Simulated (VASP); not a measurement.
# BaTiO3 (P4mm) in VASP: single point with PBEsol

Aim: the single point of BaTiO3 with PBEsol.

Everything below comes from runs of VASP 6.6.1. Logs are shortened: lines on timing, memory, paths and dates and some standing lists are left out, and cuts for length are marked.

## Step 1: The cell of the first run

Symmetry: P4mm, No. 99, tetragonal system. Conventional cell: a = 3.952 Å, b = 3.952 Å, c = 4.061 Å, α = 90.00°, β = 90.00°, γ = 90.00°. Within 3.7 Å of Ba (site symmetry 4mm) lie 12 O at 2.77 to 2.90 Å and 8 Ti at 3.42 to 3.49 Å. Ti (site symmetry 4mm) has 6 O at 1.83 to 2.23 Å within 2.4 Å. Within 2.4 Å of O (site symmetry 4mm) lie 2 Ti at 1.83 to 2.23 Å. O (site symmetry 2mm) has 2 Ti at 1.98 Å within 2.6 Å.

## Step 2: Single point, PBEsol

INCAR

```
  PREC = Accurate
  ENCUT = 1340
  EDIFF = 1E-6
  ISMEAR = 0
  SIGMA = 0.01
  LREAL = F
  LASPH = T
  NELM = 120
  ALGO = Normal
  ISIF = 2
  LWAVE = F
  LCHARG = F
  GGA = PS
  NBANDS = 28
  GGA_COMPAT = F
```

KPOINTS

```
regular mesh
0
Gamma
  4 4 4
```

POSCAR

```
BaTiO3
1.0
    3.9520377140      0.0000000000      0.0000000000
    0.0000000000      3.9520377140      0.0000000000
    0.0000000000      0.0000000000      4.0609012509
Ba Ti O
1 1 3
Direct
    0.0000000000      0.0000000000     -0.0035538133
    0.5000000000      0.5000000000      0.4802960473
    0.5000000000      0.5000000000      0.0295003494
    0.5000000000      0.0000000000      0.5183787083
    0.0000000000      0.5000000000      0.5183787083
```

Potentials or basis: VASP PAW PBE potentials, release 64 (Ba_sv, Ti_sv, O_h).

Started as:

```sh
> cat potpaw_PBE.64/Ba_sv/POTCAR potpaw_PBE.64/Ti_sv/POTCAR potpaw_PBE.64/O_h/POTCAR > POTCAR
> mpirun -np 1 vasp_std > vasp.out
```

OUTCAR:

```text
PREC = Accurate
   ENCUT = 1340
   EDIFF = 1E-6
   ISMEAR = 0
   LREAL = F
   LASPH = T
   NELM = 120
   ISIF = 2
   GGA = PS

 ion  position               nearest neighbor table
   1  0.000  0.000  0.996-   4 2.77   5 2.77   5 2.77   4 2.77   3 2.80   3 2.80   3 2.80   3 2.80
                             4 2.90   5 2.90   5 2.90   4 2.90   2 3.42   2 3.42   2 3.42   2 3.42
   2  0.500  0.500  0.480-   3 1.83   4 1.98   5 1.98   4 1.98   5 1.98   1 3.42   1 3.42   1 3.42
                             1 3.42   1 3.49   1 3.49   1 3.49   1 3.49
   3  0.500  0.500  0.030-   2 1.83   1 2.80   1 2.80   1 2.80   1 2.80
   4  0.500  0.000  0.518-   2 1.98   2 1.98   1 2.77   1 2.77   1 2.90   1 2.90
   5  0.000  0.500  0.518-   2 1.98   2 1.98   1 2.77   1 2.77   1 2.90   1 2.90

  LATTYP: Found a simple tetragonal cell.
 ALAT       =     3.9520377140
 C/A-ratio  =     1.0275461786

  Lattice vectors:

 A1 = (   3.9520377140,   0.0000000000,   0.0000000000)
 A2 = (   0.0000000000,   3.9520377140,   0.0000000000)
 A3 = (   0.0000000000,   0.0000000000,   4.0609012509)

Analysis of symmetry for initial positions (statically):
=====================================================================
 Subroutine PRICEL returns:
 Original cell was already a primitive cell.

 Routine SETGRP: Setting up the symmetry group for a
 simple tetragonal supercell.

 Subroutine GETGRP returns: Found  8 space group operations
 (whereof  8 operations were pure point group operations)
 out of a pool of 16 trial point group operations.

The static configuration has the point symmetry C_4v.

Analysis of symmetry for dynamics (positions and initial velocities):
=====================================================================
 Subroutine PRICEL returns:
 Original cell was already a primitive cell.

 Routine SETGRP: Setting up the symmetry group for a
 simple tetragonal supercell.

 Subroutine GETGRP returns: Found  8 space group operations
 (whereof  8 operations were pure point group operations)
 out of a pool of 16 trial point group operations.

The dynamic configuration has the point symmetry C_4v.

 Subroutine INISYM returns: Found  8 space group operations
 (whereof  8 operations are pure point group operations),
 and found     1 'primitive' translations

----------------------------------------------------------------------------------------

                                     Primitive cell

  volume of cell :      63.4256

  direct lattice vectors                    reciprocal lattice vectors
     3.952037714  0.000000000  0.000000000     0.253034023  0.000000000  0.000000000
     0.000000000  3.952037714  0.000000000     0.000000000  0.253034023  0.000000000
     0.000000000  0.000000000  4.060901251     0.000000000  0.000000000  0.246250755

  length of vectors
     3.952037714  3.952037714  4.060901251     0.253034023  0.253034023  0.246250755

  position of ions in fractional coordinates (direct lattice)
     0.000000000  0.000000000  0.996446187
     0.500000000  0.500000000  0.480296047
     0.500000000  0.500000000  0.029500349
     0.500000000  0.000000000  0.518378708
     0.000000000  0.500000000  0.518378708

  ion indices of the primitive-cell ions
   primitive index   ion index
                 1           1
                 2           2
                 3           3
                 4           4
                 5           5

----------------------------------------------------------------------------------------

 KPOINTS: regular mesh

Automatic generation of k-mesh.
 Grid dimensions read from file:
 generate k-points for:    4    4    4

 Generating k-lattice:

  Cartesian coordinates                     Fractional coordinates (reciprocal lattice)
     0.063258506  0.000000000  0.000000000     0.250000000  0.000000000  0.000000000
     0.000000000  0.063258506  0.000000000     0.000000000  0.250000000  0.000000000
     0.000000000  0.000000000  0.061562689     0.000000000  0.000000000  0.250000000

  Length of vectors
     0.063258506  0.063258506  0.061562689

  Shift w.r.t. Gamma in fractional coordinates (k-lattice)
     0.000000000  0.000000000  0.000000000

 Subroutine IBZKPT returns following result:
 ===========================================

 Found     18 irreducible k-points:

 Following reciprocal coordinates:
            Coordinates               Weight
  0.000000  0.000000  0.000000      1.000000
  0.250000  0.000000  0.000000      4.000000
  0.500000  0.000000  0.000000      2.000000
  0.250000  0.250000  0.000000      4.000000
  0.500000  0.250000  0.000000      4.000000
  0.500000  0.500000  0.000000      1.000000
[... 10 lines left out ...]
  0.500000  0.250000  0.500000      4.000000
  0.500000  0.500000  0.500000      1.000000
   k-points           NKPTS =     18   k-points in BZ     NKDIM =     18   number of bands    NBANDS=     28
   number of dos      NEDOS =    301   number of ions     NIONS =      5
   total plane-waves  NPLWV = 110592
   dimension x,y,z NGX =    48 NGY =   48 NGZ =   48
   dimension x,y,z NGXF=    96 NGYF=   96 NGZF=   96
   ions per type =               1   1   3
   NGX,Y,Z   is equivalent  to a cutoff of  20.19, 20.19, 19.65 a.u.
   NGXF,Y,Z  is equivalent  to a cutoff of  40.38, 40.38, 39.30 a.u.
 SYSTEM =  unknown system
   PREC   = accura    normal or accurate (medium, high low for compatibility)
   ISTART =      0    job   : 0-new  1-cont  2-samecut
   ICHARG =      2    charge: 1-file 2-atom 10-const
   ISPIN  =      1    spin polarized calculation?
   LNONCOLLINEAR =      F non collinear calculations
   LSORBIT =      F    spin-orbit coupling
   LASPH  =      T    aspherical Exc in radial PAW
   ENCUT  = 1340.0 eV  98.49 Ry    9.92 a.u.  11.80 11.80 12.12*2*pi/ulx,y,z
   NELM   =    120;   NELMIN=  2; NELMDL= -5     # of ELM steps
   EDIFF  = 0.1E-05   stopping-criterion for ELM
   LREAL  =      F    real-space projection
   EDIFFG = 0.1E-04   stopping-criterion for IOM
   NSW    =      0    number of steps for IOM
   IBRION =     -1    ionic relax: 0-MD 1-quasi-New 2-CG
   NFREE  =      0    steps in history (QN), initial steepest desc. (CG)
   ISIF   =      2    stress and relaxation
   ISYM   =      2    0-nonsym 1-usesym 2-fastsym
   POTIM  = 0.5000    time-step for ionic-motion
   TEBEG  =    0.0;   TEEND  =   0.0 temperature during run
   PSTRESS=    0.0 pullay stress
   NELECT =      40.0000    total number of electrons
   NUPDOWN=      -1.0000    fix difference up-down
   EMIN   =  10.00;   EMAX   =-10.00  energy-range for DOS
   EFERMI =   0.00;   METHOD = LEGACY
   ISMEAR =     0;   SIGMA  =   0.01  broadening in eV -4-tet -1-fermi 0-gaus
   EFERMI_NEDOS =   21; number of points for ismear=-14 and -15
   IALGO  =     38    algorithm
   IMIX   =      4    mixing-type and parameters
     AMIX     =   0.40;   BMIX     =  1.00
     AMIX_MAG =   1.60;   BMIX_MAG =  1.00
  volume/ion in A,a.u.               =      12.69        85.60
  Fermi-wavevector in a.u.,A,eV,Ry     =   1.403912  2.653009 26.816670  1.970970
  Thomas-Fermi vector in A             =   2.526527
   LORBIT       =      0    0 simple, 1 ext, 2 COOP (PROOUT), +10 PAW based schemes
   GGA     = PS    functional components
   LHFCALC =     F    Hartree Fock is set to
   AEXX    =    0.0000 exact exchange contribution
   IVDW    =     0    specifies the selected vdW correction
   LEPSILON=     F    determine dielectric tensor
   LRPA    =     F    only Hartree local field effects (RPA)
 non-spin polarized calculation
 Gauss-broadening in eV      SIGMA  =   0.01
  energy-cutoff  :     1340.00
  volume of cell :       63.43
 maximum number of plane-waves:      7128
 NGX is ok and might be reduce to    48
   NGX = 23   NGY = 23   NGZ = 25

 number of electron      40.0000003 magnetization

 Free energy of the ion-electron system (eV)
  ---------------------------------------------------
  ext. energy  EPLUGINS =         0.00000000
  ---------------------------------------------------
  free energy    TOTEN  =       -42.01693625 eV

  energy without entropy =      -42.01693625  energy(sigma->0) =      -42.01693625

 E-fermi :   4.3397     XC(G=0): -11.5662

 val. band max:        4.2539596202   @ k =   0.5000   0.5000   0.5000
 cond. band min:       6.0427518308   @ k =   0.0000   0.0000   0.0000
 fundamental gap:      1.7887922106
 Fermi energy:         4.3396784612

 k-point     1 :       0.0000    0.0000    0.0000
  band No.  band energies     occupation
      1     -51.9846      2.00000
      2     -28.4013      2.00000
      3     -28.3196      2.00000
      4     -28.3196      2.00000
      5     -20.6284      2.00000
      6     -12.6969      2.00000
[... 20 lines left out ...]
     27       9.2203      0.00000
     28      11.3912      0.00000

 k-point     2 :       0.2500    0.0000    0.0000
  band No.  band energies     occupation
      1     -51.9840      2.00000
      2     -28.4000      2.00000
      3     -28.3514      2.00000
      4     -28.3183      2.00000
      5     -20.5599      2.00000
      6     -12.7871      2.00000
[... 20 lines left out ...]
     27      10.3176      0.00000
     28      12.5170      0.00000

 k-point     3 :       0.5000    0.0000    0.0000
  band No.  band energies     occupation
      1     -51.9833      2.00000
      2     -28.3986      2.00000
      3     -28.3830      2.00000
      4     -28.3171      2.00000
      5     -20.4891      2.00000
      6     -12.9669      2.00000
[... 20 lines left out ...]
     27      11.7547      0.00000
     28      12.3211      0.00000

 k-point     4 :       0.2500    0.2500    0.0000
  band No.  band energies     occupation
      1     -51.9833      2.00000
      2     -28.3987      2.00000
      3     -28.3503      2.00000
      4     -28.3492      2.00000
      5     -20.5035      2.00000
      6     -12.6882      2.00000
[... 20 lines left out ...]
     27      11.2273      0.00000
     28      12.7224      0.00000

 k-point     5 :       0.5000    0.2500    0.0000
  band No.  band energies     occupation
      1     -51.9827      2.00000
      2     -28.3974      2.00000
      3     -28.3809      2.00000
      4     -28.3480      2.00000
      5     -20.4456      2.00000
      6     -12.6986      2.00000
[... 20 lines left out ...]
     27      12.7568      0.00000
     28      12.8383      0.00000

 k-point     6 :       0.5000    0.5000    0.0000
  band No.  band energies     occupation
      1     -51.9821      2.00000
      2     -28.3961      2.00000
      3     -28.3787      2.00000
      4     -28.3787      2.00000
      5     -20.4011      2.00000
      6     -12.3850      2.00000
[... 277 lines left out ...]
      5     -20.4214      2.00000
      6     -12.3269      2.00000
[... 20 lines left out ...]
     27      12.2080      0.00000
     28      14.0527      0.00000

 k-point    16 :       0.2500    0.2500    0.5000
  band No.  band energies     occupation
      1     -51.9825      2.00000
      2     -28.4441      2.00000
      3     -28.3476      2.00000
      4     -28.3471      2.00000
      5     -20.4254      2.00000
      6     -12.3793      2.00000
[... 20 lines left out ...]
     27      12.2948      0.00000
     28      12.5573      0.00000

 k-point    17 :       0.5000    0.2500    0.5000
  band No.  band energies     occupation
      1     -51.9819      2.00000
      2     -28.4422      2.00000
      3     -28.3779      2.00000
      4     -28.3460      2.00000
      5     -20.3819      2.00000
      6     -12.0433      2.00000
[... 20 lines left out ...]
     27      12.1713      0.00000
     28      12.6596      0.00000

 k-point    18 :       0.5000    0.5000    0.5000
  band No.  band energies     occupation
      1     -51.9812      2.00000
      2     -28.4405      2.00000
      3     -28.3764      2.00000
      4     -28.3764      2.00000
      5     -20.3417      2.00000
      6     -11.8937      2.00000
[... 20 lines left out ...]
     27      12.1659      0.00000
     28      12.2872      0.00000

------------------------ aborting loop because EDIFF is reached ----------------------------------------

  FORCE on cell =-STRESS in cart. coord.  units (eV):
  Direction    XX          YY          ZZ          XY          YZ          ZX
  --------------------------------------------------------------------------------------
  -------------------------------------------------------------------------------------
  Total        0.6966523      0.6966523      0.6864052      0.0000000      0.0000000      0.0000000
  in kB       17.5979506     17.5979506     17.3391006      0.0000000      0.0000000      0.0000000
  external PRESSURE =      17.5116673 kB  Pullay stress =       0.0000000 kB

 VOLUME and BASIS-vectors are now :
 -----------------------------------------------------------------------------
  energy-cutoff  :     1340.00
  volume of cell :       63.43
      direct lattice vectors                 reciprocal lattice vectors
     3.952037714  0.000000000  0.000000000     0.253034023  0.000000000  0.000000000
     0.000000000  3.952037714  0.000000000     0.000000000  0.253034023  0.000000000
     0.000000000  0.000000000  4.060901251     0.000000000  0.000000000  0.246250755

 POSITION                                       TOTAL-FORCE (eV/Angst)
 -----------------------------------------------------------------------------------
      0.00000      0.00000      4.04647         0.000000      0.000000      0.042459
      1.97602      1.97602      1.95043        -0.000000      0.000000      0.023658
      1.97602      1.97602      0.11980         0.000000     -0.000000     -0.024272
      1.97602      0.00000      2.10508         0.000000      0.000000     -0.020923
      0.00000      1.97602      2.10508         0.000000      0.000000     -0.020923
 -----------------------------------------------------------------------------------
    total drift:                                0.000000     -0.000000     -0.001575

  FREE ENERGIE OF THE ION-ELECTRON SYSTEM (eV)
  ---------------------------------------------------
  free  energy   TOTEN  =       -42.0169362515 eV

  energy  without entropy=      -42.0169362515  energy(sigma->0) =      -42.01693625
```

It used 110 s of CPU time on 1 thread of Intel(R) Xeon(R) Platinum 8488C (Sapphire Rapids), with other jobs on the host.

What came out:

```
Free energy            : -42.0169 eV
Pressure               : 1.8 GPa
Largest force          : 0.042 eV/Å
Band gap on the k mesh : 1.79 eV (least direct gap 2.23 eV)
```

Forces in eV/Å, atoms in the order of the input:
```
Ba   0.000  0.000  0.042
Ti   0.000  0.000  0.024
O    0.000  0.000 -0.024
O    0.000  0.000 -0.021
O    0.000  0.000 -0.021
```

Caveat: the PAW data sets were made with another functional, which shifts forces and pressure a little; spin-orbit coupling is left out, which moves the levels of the heavy elements.
